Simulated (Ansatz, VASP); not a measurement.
**One calculation of AlRu, two programs**

INCAR

```
SYSTEM = AlRu
PREC     = Accurate       ! precision mode
ENCUT    = 520            ! plane-wave cutoff, eV
EDIFF    = 1E-6           ! SCF threshold, eV
ISMEAR   = 0              ! smearing method
SIGMA    = 0.15           ! smearing width, eV
LREAL    = .False.        ! projectors in reciprocal space
LASPH    = .True.         ! aspherical terms in the spheres
NELM     = 80             ! most SCF steps
ALGO     = Fast           ! electronic algorithm
ISIF     = 2              ! what is computed and relaxed
LWAVE    = .False.        ! write WAVECAR
LCHARG   = .False.        ! write CHGCAR
GGA      = PS             ! functional
NBANDS   = 16             ! bands
```

The input KPOINTS:

```
regular mesh
0
Gamma
  16 16 16
  0 0 0
```

Contents of POSCAR:

```
AlRu
1.0
    3.0215160000      0.0000000000      0.0000000000
    0.0000000000      2.9916000000      0.0000000000
    0.0000000000      0.0000000000      2.9916000000
Al Ru
1 1
Direct
    0.0000000000      0.0000000000      0.0000000000
    0.5000000000      0.5000000000      0.5000000000
```

Input for Ansatz:

```yaml
crystal:
  lattice:
    - [3.021516, 0.0, 0.0]
    - [0.0, 2.9916, 0.0]
    - [0.0, 0.0, 2.9916]
  atoms:
    - { symbol: Al, position: [0.0, 0.0, 0.0] }
    - { symbol: Ru, position: [0.5, 0.5, 0.5] }
basis:
  ecutwfc: 420
kpoints:
  mp_grid: { grid: [16, 16, 16] }
hamiltonian:
  xc: pbesol
scf:
  occupations: { method: gaussian, width: 0.15 }
output:
  forces: true
  stress: true
  eigenvalues: true
  write_density: true
  write_potential: true
  elf: true
  volumetric_format: npy
```

Change from the starting cell: strain +0.0100 x Voigt [1, 0, 0, 0, 0, 0], atoms carried along.

Alike in both runs: task single point; functional PBEsol; k mesh 16 × 16 × 16; occupations gaussian, width 0.15 eV; no spin polarisation.

|  | VASP | Ansatz |
| --- | --- | --- |
| version | VASP 6.6.1 | Ansatz 0.2.0 |
| potentials or method | VASP PAW PBE potentials, release 64 (Al, Ru_pv), cutoff 520 eV | scalar-relativistic, plane waves, PAW |
| valence electrons in the cell | 17 | 19 |

```csv
,VASP,Ansatz,Ansatz less VASP
gap on the k mesh at the Fermi level (eV),none,none,-
pressure (GPa),-5.2,-5.2,0.00
"traceless stress, the component that is largest in VASP (GPa)",-1.08,-1.08,+0.005
```

VASP's potentials were made for PBE, not for PBEsol. A gap of «none» marks a metal or a gap that the smearing closes. VASP's potentials hold 17 valence electrons a cell and Ansatz's 19, so a difference there can come from the potentials and not from the codes.
